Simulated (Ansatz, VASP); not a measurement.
# InP in VASP and in Ansatz

```xyz
2
Lattice="0.0000 3.1459 2.6740 3.1459 0.0000 2.6740 3.1459 3.1459 0.0000" Properties=species:S:1:pos:R:3 pbc="T T T"
In    0.0000    0.0000    0.0000
P     4.7189    4.7189    4.0111
```

Alike in both runs: task single point; functional PBE; k mesh 12 × 12 × 12; occupations gaussian, width 0.05 eV; no spin polarisation.

|  | VASP | Ansatz |
| --- | --- | --- |
| version | VASP 6.6.1 | Ansatz 0.2.0 |
| potentials or method | VASP PAW PBE potentials, release 64 (In_d, P), cutoff 520 eV | scalar-relativistic, plane waves, PAW |
| valence electrons in the cell | 18 | 18 |

VASP gave:

- gap on the k mesh at the Fermi level (eV): 0.04
- least direct gap on the mesh (eV): 0.04
- pressure (GPa): -0.6
- traceless stress, the component that is largest in VASP (GPa): 3.23

Which values does Ansatz return?

gap on the k mesh at the Fermi level (eV): 0.04; least direct gap on the mesh (eV): 0.04; pressure (GPa): -0.6; traceless stress, the component that is largest in VASP (GPa): 3.22.

The functional is the same, so the differences come from potentials, cutoffs and numerics.
